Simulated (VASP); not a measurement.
# P (Pm-3m) in VASP: a series of runs

The runs below take P through single point, with PBE.

All numbers are computed with VASP 6.6.1; they aren't measurements. Logs are shortened: lines on timing, memory, paths and dates and some standing lists are left out, and cuts for length are marked.

### 1 The cell of the first run

It takes space group Pm-3m (No. 221, cubic). The conventional cell has a = 2.428 Å, b = 2.428 Å, c = 2.428 Å, α = 90.00°, β = 90.00°, γ = 90.00°. Within 3.2 Å of P (site symmetry m-3m) lie 6 P at 2.43 Å.

### 2 Single point, PBE

The input, INCAR:

```
PREC = Accurate ; ENCUT = 520
EDIFF = 1E-7 ; ISMEAR = -1
SIGMA = 0.06122561905347299 ; LREAL = F
LASPH = T ; NELM = 100
ALGO = Normal ; ISIF = 2
LWAVE = F ; LCHARG = T
GGA = PE ; LELF = T
LVHAR = T ; NBANDS = 8
```

The input, KPOINTS:

```
regular mesh
0
Gamma
  15 15 15
```

The input, POSCAR:

```
P
1.0
    2.4279945067      0.0000000000      0.0000000000
    0.0000000000      2.4279945067      0.0000000000
    0.0000000000      0.0000000000      2.4279945067
P
1
Direct
    0.0000000000      0.0000000000      0.0000000000
```

Potentials or basis: VASP PAW PBE potentials, release 64 (P).

On the command line:

```
cat potpaw_PBE.64/P/POTCAR > POTCAR
mpirun -np 1 vasp_std > vasp.out
```

OUTCAR:

```text
PREC = Accurate
   ENCUT = 520
   EDIFF = 1E-7
   ISMEAR = -1
   LREAL = F
   LASPH = T
   NELM = 100
   ISIF = 2
   GGA = PE

 ion  position               nearest neighbor table
   1  0.000  0.000  0.000-

  LATTYP: Found a simple cubic cell.
 ALAT       =     2.4279945067

  Lattice vectors:

 A1 = (   2.4279945067,   0.0000000000,   0.0000000000)
 A2 = (   0.0000000000,   2.4279945067,   0.0000000000)
 A3 = (   0.0000000000,   0.0000000000,   2.4279945067)

Analysis of symmetry for initial positions (statically):
=====================================================================
 Subroutine PRICEL returns:
 Original cell was already a primitive cell.

 Routine SETGRP: Setting up the symmetry group for a
 simple cubic supercell.

 Subroutine GETGRP returns: Found 48 space group operations
 (whereof 48 operations were pure point group operations)
 out of a pool of 48 trial point group operations.

The static configuration has the point symmetry O_h .

Analysis of symmetry for dynamics (positions and initial velocities):
=====================================================================
 Subroutine PRICEL returns:
 Original cell was already a primitive cell.

 Routine SETGRP: Setting up the symmetry group for a
 simple cubic supercell.

 Subroutine GETGRP returns: Found 48 space group operations
 (whereof 48 operations were pure point group operations)
 out of a pool of 48 trial point group operations.

The dynamic configuration has the point symmetry O_h .

 Subroutine INISYM returns: Found 48 space group operations
 (whereof 48 operations are pure point group operations),
 and found     1 'primitive' translations

----------------------------------------------------------------------------------------

                                     Primitive cell

  volume of cell :      14.3134

  direct lattice vectors                    reciprocal lattice vectors
     2.427994507  0.000000000  0.000000000     0.411862546  0.000000000  0.000000000
     0.000000000  2.427994507  0.000000000     0.000000000  0.411862546  0.000000000
     0.000000000  0.000000000  2.427994507     0.000000000  0.000000000  0.411862546

  length of vectors
     2.427994507  2.427994507  2.427994507     0.411862546  0.411862546  0.411862546

  position of ions in fractional coordinates (direct lattice)
     0.000000000  0.000000000  0.000000000

  ion indices of the primitive-cell ions
   primitive index   ion index
                 1           1

----------------------------------------------------------------------------------------

 KPOINTS: regular mesh

Automatic generation of k-mesh.
 Grid dimensions read from file:
 generate k-points for:   15   15   15

 Generating k-lattice:

  Cartesian coordinates                     Fractional coordinates (reciprocal lattice)
     0.027457503  0.000000000  0.000000000     0.066666667  0.000000000  0.000000000
     0.000000000  0.027457503  0.000000000     0.000000000  0.066666667  0.000000000
     0.000000000  0.000000000  0.027457503     0.000000000  0.000000000  0.066666667

  Length of vectors
     0.027457503  0.027457503  0.027457503

  Shift w.r.t. Gamma in fractional coordinates (k-lattice)
     0.000000000  0.000000000  0.000000000

 Subroutine IBZKPT returns following result:
 ===========================================

 Found    120 irreducible k-points:

 Following reciprocal coordinates:
            Coordinates               Weight
  0.000000  0.000000  0.000000      1.000000
  0.066667  0.000000  0.000000      6.000000
  0.133333  0.000000  0.000000      6.000000
  0.200000  0.000000  0.000000      6.000000
  0.266667  0.000000  0.000000      6.000000
  0.333333  0.000000  0.000000      6.000000
[... 16 lines left out ...]
  0.266667  0.200000  0.000000     24.000000
  0.333333  0.200000  0.000000     24.000000
 [... further k-points ...]
   k-points           NKPTS =    120   k-points in BZ     NKDIM =    120   number of bands    NBANDS=      8
   number of dos      NEDOS =    301   number of ions     NIONS =      1
   total plane-waves  NPLWV =   5832
   dimension x,y,z NGX =    18 NGY =   18 NGZ =   18
   dimension x,y,z NGXF=    36 NGYF=   36 NGZF=   36
   ions per type =               1
   NGX,Y,Z   is equivalent  to a cutoff of  12.32, 12.32, 12.32 a.u.
   NGXF,Y,Z  is equivalent  to a cutoff of  24.65, 24.65, 24.65 a.u.
 SYSTEM =  unknown system
   PREC   = accura    normal or accurate (medium, high low for compatibility)
   ISTART =      0    job   : 0-new  1-cont  2-samecut
   ICHARG =      2    charge: 1-file 2-atom 10-const
   ISPIN  =      1    spin polarized calculation?
   LNONCOLLINEAR =      F non collinear calculations
   LSORBIT =      F    spin-orbit coupling
   LASPH  =      T    aspherical Exc in radial PAW
   ENCUT  =  520.0 eV  38.22 Ry    6.18 a.u.   4.51  4.51  4.51*2*pi/ulx,y,z
   NELM   =    100;   NELMIN=  2; NELMDL= -5     # of ELM steps
   EDIFF  = 0.1E-06   stopping-criterion for ELM
   LREAL  =      F    real-space projection
   EDIFFG = 0.1E-05   stopping-criterion for IOM
   NSW    =      0    number of steps for IOM
   IBRION =     -1    ionic relax: 0-MD 1-quasi-New 2-CG
   NFREE  =      0    steps in history (QN), initial steepest desc. (CG)
   ISIF   =      2    stress and relaxation
   ISYM   =      2    0-nonsym 1-usesym 2-fastsym
   POTIM  = 0.5000    time-step for ionic-motion
   TEBEG  =    0.0;   TEEND  =   0.0 temperature during run
   PSTRESS=    0.0 pullay stress
   NELECT =       5.0000    total number of electrons
   NUPDOWN=      -1.0000    fix difference up-down
   EMIN   =  10.00;   EMAX   =-10.00  energy-range for DOS
   EFERMI =   0.00;   METHOD = LEGACY
   ISMEAR =    -1;   SIGMA  =   0.06  broadening in eV -4-tet -1-fermi 0-gaus
   EFERMI_NEDOS =   21; number of points for ismear=-14 and -15
   IALGO  =     38    algorithm
   IMIX   =      4    mixing-type and parameters
     AMIX     =   0.40;   BMIX     =  1.00
     AMIX_MAG =   1.60;   BMIX_MAG =  1.00
  volume/ion in A,a.u.               =      14.31        96.59
  Fermi-wavevector in a.u.,A,eV,Ry     =   1.152968  2.178793 18.086693  1.329334
  Thomas-Fermi vector in A             =   2.289615
   LORBIT       =      0    0 simple, 1 ext, 2 COOP (PROOUT), +10 PAW based schemes
   GGA     = PE    functional components
[... 5 lines left out ...]
 non-spin polarized calculation
  energy-cutoff  :      520.00
  volume of cell :       14.31
 maximum number of plane-waves:       397
 NGX is ok and might be reduce to    18
   NGX =  9   NGY =  9   NGZ =  9

 number of electron       4.9999998 magnetization

 Free energy of the ion-electron system (eV)
  ---------------------------------------------------
  ext. energy  EPLUGINS =         0.00000000
  ---------------------------------------------------
  free energy    TOTEN  =        -5.26823178 eV

  energy without entropy =       -5.26268013  energy(sigma->0) =       -5.26545595

 E-fermi :   9.9814     XC(G=0): -11.3525

 val. band max:        9.8998950548   @ k =   0.2667   0.2000   0.2000
 cond. band min:      10.0040311631   @ k =   0.4667   0.2667   0.2667
 fundamental gap:      0.1041361083
 Fermi energy:         9.9813715113

 k-point     1 :       0.0000    0.0000    0.0000
  band No.  band energies     occupation
      1      -6.7845      2.00000
      2      15.0052      0.00000
      3      15.0052      0.00000
      4      15.0052      0.00000
      5      16.6720      0.00000
      6      16.6720      0.00000
      7      24.3826      0.00000
      8      34.5451      0.00000

 k-point     2 :       0.0667    0.0000    0.0000
  band No.  band energies     occupation
      1      -6.6816      2.00000
      2      13.1933      0.00000
      3      15.0864      0.00000
      4      15.0864      0.00000
      5      16.7539      0.00000
      6      18.3576      0.00000
      7      24.7358      0.00000
      8      33.7669      0.00000

 k-point     3 :       0.1333    0.0000    0.0000
  band No.  band energies     occupation
      1      -6.3743      2.00000
      2      10.7791      0.00000
      3      15.3275      0.00000
      4      15.3275      0.00000
      5      16.9949      0.00000
      6      20.3011      0.00000
      7      25.8592      0.00000
      8      32.0458      0.00000

 k-point     4 :       0.2000    0.0000    0.0000
  band No.  band energies     occupation
      1      -5.8669      2.00000
      2       8.4292      2.00000
      3      15.7186      0.00000
      4      15.7186      0.00000
      5      17.3789      0.00000
      6      21.7926      0.00000
      7      27.6743      0.00000
      8      30.0893      0.00000

 k-point     5 :       0.2667    0.0000    0.0000
  band No.  band energies     occupation
      1      -5.1697      2.00000
      2       6.2240      2.00000
      3      16.2387      0.00000
      4      16.2387      0.00000
      5      17.8735      0.00000
      6      22.9993      0.00000
      7      28.1996      0.00000
      8      28.1996      0.00000
[... 177 lines left out ...]
 k-point    22 :       0.2000    0.2000    0.0000
  band No.  band energies     occupation
      1      -4.9513      2.00000
      2       8.6013      2.00000
      3      10.0081      0.78535
      4      16.4236      0.00000
      5      20.2765      0.00000
      6      24.3049      0.00000
      7      26.2882      0.00000
      8      29.7888      0.00000

 k-point    23 :       0.2667    0.2000    0.0000
  band No.  band energies     occupation
      1      -4.2553      2.00000
      2       6.9327      2.00000
      3      10.0780      0.34229
      4      16.9367      0.00000
      5      20.5719      0.00000
      6      22.7600      0.00000
      7      27.9334      0.00000
      8      28.8405      0.00000

 k-point    24 :       0.3333    0.2000    0.0000
  band No.  band energies     occupation
      1      -3.3920      2.00000
      2       5.0070      2.00000
      3      10.7009      0.00002
      4      17.5319      0.00000
      5      19.7971      0.00000
      6      22.4867      0.00000
      7      27.1903      0.00000
      8      28.8857      0.00000

 [... further k-points ...]

------------------------ aborting loop because EDIFF is reached ----------------------------------------

  FORCE on cell =-STRESS in cart. coord.  units (eV):
  Direction    XX          YY          ZZ          XY          YZ          ZX
  --------------------------------------------------------------------------------------
  -------------------------------------------------------------------------------------
  Total        0.2212857      0.2212857      0.2212857     -0.0000000      0.0000000     -0.0000000
  in kB       24.7697015     24.7697015     24.7697015     -0.0000000      0.0000000     -0.0000000
  external PRESSURE =      24.7697015 kB  Pullay stress =       0.0000000 kB

 VOLUME and BASIS-vectors are now :
 -----------------------------------------------------------------------------
  energy-cutoff  :      520.00
  volume of cell :       14.31
      direct lattice vectors                 reciprocal lattice vectors
     2.427994507  0.000000000  0.000000000     0.411862546  0.000000000  0.000000000
     0.000000000  2.427994507  0.000000000     0.000000000  0.411862546  0.000000000
     0.000000000  0.000000000  2.427994507     0.000000000  0.000000000  0.411862546

 POSITION                                       TOTAL-FORCE (eV/Angst)
 -----------------------------------------------------------------------------------
      0.00000      0.00000      0.00000         0.000000      0.000000      0.000000
 -----------------------------------------------------------------------------------
    total drift:                               -0.000000     -0.000000      0.000000

  FREE ENERGIE OF THE ION-ELECTRON SYSTEM (eV)
  ---------------------------------------------------
  free  energy   TOTEN  =        -5.2682317788 eV

  energy  without entropy=       -5.2626801269  energy(sigma->0) =       -5.26545595
```

It used 7.4 s of CPU time on 1 thread of AMD EPYC 7R13 Processor (Zen 3), on a shared host.

What came out:

```
Free energy : -5.2682 eV
Pressure    : 2.5 GPa
```

### 3 Single point, PBE

This run uses another cell than the first one, of 14.61 Å³/atom, 1.020 times its volume.

The input, INCAR:

```
PREC = Accurate ; ENCUT = 520
EDIFF = 1E-6 ; ISMEAR = -1
SIGMA = 0.06122561905347299 ; LREAL = False
LASPH = True ; NELM = 100
ALGO = Normal ; ISIF = 2
LWAVE = False ; LCHARG = False
GGA = PE ; NBANDS = 8
```

The input, KPOINTS:

```
Automatic mesh
0
Gamma
  15 15 15
```

The input, POSCAR:

```
P
1.0
    2.4444003726      0.0000000000      0.0000000000
    0.0000000000      2.4444003726      0.0000000000
    0.0000000000      0.0000000000      2.4444003726
P
1
Direct
    0.0000000000      0.0000000000      0.0000000000
```

Potentials or basis: VASP PAW PBE potentials, release 64 (P).

On the command line:

```
cat potpaw_PBE.64/P/POTCAR > POTCAR
mpirun -np 1 vasp_std > vasp.out
```

OUTCAR:

```text
PREC = Accurate
   ENCUT = 520
   EDIFF = 1E-6
   ISMEAR = -1
   LREAL = False
   LASPH = True
   NELM = 100
   ISIF = 2
   GGA = PE

 ion  position               nearest neighbor table
   1  0.000  0.000  0.000-

  LATTYP: Found a simple cubic cell.
 ALAT       =     2.4444003726

  Lattice vectors:

 A1 = (   2.4444003726,   0.0000000000,   0.0000000000)
 A2 = (   0.0000000000,   2.4444003726,   0.0000000000)
[... 440 lines left out ...]
      6      22.0627      0.00000
      7      26.7495      0.00000
      8      28.3777      0.00000

 [... further k-points ...]

------------------------ aborting loop because EDIFF is reached ----------------------------------------

  FORCE on cell =-STRESS in cart. coord.  units (eV):
  Direction    XX          YY          ZZ          XY          YZ          ZX
  --------------------------------------------------------------------------------------
  -------------------------------------------------------------------------------------
  Total        0.0000649      0.0000649      0.0000649     -0.0000000     -0.0000000      0.0000000
  in kB        0.0071216      0.0071216      0.0071216     -0.0000000     -0.0000000      0.0000000
  external PRESSURE =       0.0071216 kB  Pullay stress =       0.0000000 kB

 VOLUME and BASIS-vectors are now :
 -----------------------------------------------------------------------------
  energy-cutoff  :      520.00
  volume of cell :       14.61
      direct lattice vectors                 reciprocal lattice vectors
     2.444400373  0.000000000  0.000000000     0.409098285  0.000000000  0.000000000
     0.000000000  2.444400373  0.000000000     0.000000000  0.409098285  0.000000000
     0.000000000  0.000000000  2.444400373     0.000000000  0.000000000  0.409098285

 POSITION                                       TOTAL-FORCE (eV/Angst)
 -----------------------------------------------------------------------------------
      0.00000      0.00000      0.00000         0.000000      0.000000      0.000000
 -----------------------------------------------------------------------------------
    total drift:                               -0.000000     -0.000000      0.000000

  FREE ENERGIE OF THE ION-ELECTRON SYSTEM (eV)
  ---------------------------------------------------
  free  energy   TOTEN  =        -5.2705041008 eV

  energy  without entropy=       -5.2649331953  energy(sigma->0) =       -5.26771865
```

OSZICAR:

```text
N       E                     dE             d eps       ncg     rms          rms(c)
DAV:   1     0.391467831276E+00    0.39147E+00   -0.21691E+03  2032   0.456E+02
DAV:   2    -0.521231151868E+01   -0.56038E+01   -0.53767E+01  2776   0.487E+01
DAV:   3    -0.526724684217E+01   -0.54935E-01   -0.54841E-01  2200   0.528E+00
DAV:   4    -0.526733214195E+01   -0.85300E-04   -0.85299E-04  3120   0.225E-01
DAV:   5    -0.526733223263E+01   -0.90676E-07   -0.91676E-07  2192   0.390E-03    0.459E+00
DAV:   6    -0.526897400957E+01   -0.16418E-02   -0.49761E-04  2568   0.214E-01    0.271E+00
DAV:   7    -0.527040077960E+01   -0.14268E-02   -0.15647E-03  2288   0.364E-01    0.116E-01
DAV:   8    -0.527049945612E+01   -0.98677E-04   -0.84525E-05  2624   0.713E-02    0.812E-03
DAV:   9    -0.527050380271E+01   -0.43466E-05   -0.30414E-06  2584   0.136E-02    0.270E-03
DAV:  10    -0.527050410081E+01   -0.29810E-06   -0.74097E-07  2464   0.619E-03
   1 F= -.52705041E+01 E0= -.52677186E+01  d E =-.557091E-02
```

It used 7.3 s of CPU time on 1 thread of AMD EPYC 7R13 Processor (Zen 3), on a shared host.

What came out:

```
Free energy : -5.2705 eV
Pressure    : 0.0 GPa
```

### 4 Single point, PBE

This run uses another cell than the first one, of 14.90 Å³/atom, 1.041 times its volume.

The input, INCAR:

```
SYSTEM = P
  PREC = Accurate
  ENCUT = 520
  EDIFF = 1E-6
  ISMEAR = -1
  SIGMA = 0.06122561905347299
  LREAL = .FALSE.
  LASPH = .TRUE.
  NELM = 100
  ALGO = Normal
  ISIF = 2
  LWAVE = .FALSE.
  LCHARG = .FALSE.
  GGA = PE
  NBANDS = 8
```

The input, KPOINTS:

```
regular mesh
0
G
  15 15 15
  0 0 0
```

The input, POSCAR:

```
P
1.0
    2.4605889264      0.0000000000      0.0000000000
    0.0000000000      2.4605889264      0.0000000000
    0.0000000000      0.0000000000      2.4605889264
P
1
Direct
    0.0000000000      0.0000000000      0.0000000000
```

On the command line:

```
cat potpaw_PBE.64/P/POTCAR > POTCAR
mpirun -np 1 vasp_std > vasp.out
```

It took 11 s on 1 thread of AMD EPYC 7R13 (Zen 3), shared host; peak memory 0.09 GiB.

It converged, with:

```yaml
Free_energy: -5.2685 eV
Pressure: -2.2 GPa
```

Levels at points of the mesh, in eV from the Fermi level:
```tsv
k point	band 1	band 2	band 3	band 4	band 5
(0.00, 0.00, 0.00)	-16.34	4.82	4.82	4.82	6.76
```

### 5 Single point, PBE

This run uses another cell than the first one, of 15.19 Å³/atom, 1.061 times its volume.

The input, INCAR:

```
SYSTEM = P
PREC = Accurate
ENCUT = 520
EDIFF = 1E-6
ISMEAR = -1
SIGMA = 0.06122561905347299
LREAL = .FALSE.
LASPH = .TRUE.
NELM = 80
ALGO = Normal
ISIF = 2
LWAVE = .FALSE.
LCHARG = .FALSE.
GGA = PE
NBANDS = 8
```

KPOINTS is that of step 4.

The input, POSCAR:

```
P
1.0
    2.4765672242      0.0000000000      0.0000000000
    0.0000000000      2.4765672242      0.0000000000
    0.0000000000      0.0000000000      2.4765672242
P
1
Direct
    0.0000000000      0.0000000000      0.0000000000
```

On the command line:

```
cat potpaw_PBE.64/P/POTCAR > POTCAR
mpirun -np 1 vasp_std > vasp.out
```

It used 7.2 s of CPU time on 1 thread of AMD EPYC 7R13 Processor (Zen 3), with other jobs on the host.

It converged, with:

| Item | Value |
| --- | --- |
| Free energy | -5.2630 eV |
| Pressure | -3.9 GPa |

Levels at points of the mesh, in eV from the Fermi level:
```csv
k point,band 1,band 2,band 3,band 4,band 5
"(0.00, 0.00, 0.00)",-16.13,4.73,4.73,4.73,6.80
```

### 6 Single point, PBE

This run uses another cell than the first one, of 15.48 Å³/atom, 1.082 times its volume.

The input, INCAR:

```
PREC = Accurate
ENCUT = 520
EDIFF = 1E-6
ISMEAR = -1
SIGMA = 0.06122561905347299
LREAL = False
LASPH = True
NELM = 60
ALGO = Normal
ISIF = 2
LWAVE = False
LCHARG = False
GGA = PE
NBANDS = 8
```

The input, KPOINTS:

```
Automatic mesh
0
Gamma
  15 15 15
```

The input, POSCAR:

```
P
1.0
    2.4923419631      0.0000000000      0.0000000000
    0.0000000000      2.4923419631      0.0000000000
    0.0000000000      0.0000000000      2.4923419631
P
1
Direct
    0.0000000000      0.0000000000      0.0000000000
```

Potentials or basis: VASP PAW PBE potentials, release 64 (P).

On the command line:

```
cat potpaw_PBE.64/P/POTCAR > POTCAR
mpirun -np 1 vasp_std > vasp.out
```

It used 10 s of CPU time on 1 thread of AMD EPYC 7R13 Processor (Zen 3), with other jobs on the host.

Results (log left out):

- Free energy: -5.2546 eV
- Pressure: -5.3 GPa

Levels at points of the mesh, in eV from the Fermi level:
```
           k point  band 1  band 2  band 3  band 4  band 5  band 6
(0.00, 0.00, 0.00)  -15.93    4.66    4.66    4.66    6.85    6.85
```

### 7 Overview

| cell | gap on the mesh (eV) | pressure (GPa) |
| --- | --- | --- |
| a = 2.428 Å, 1 atom | none | 2.5 |
| a = 2.444 Å, 1 atom | none | 0.0 |
| a = 2.461 Å, 1 atom | none | -2.2 |
| a = 2.477 Å, 1 atom | none | -3.9 |
| a = 2.492 Å, 1 atom | none | -5.3 |

Alike in all rows: task single point; level PBE; potentials or basis VASP PAW PBE potentials, release 64 (P); no spin polarisation; k mesh 15 × 15 × 15; cutoff (eV) 520; smearing fermi-dirac 0.0612256 eV.

Total energies depend on the potentials used, so only differences within one code and one set of settings carry meaning.
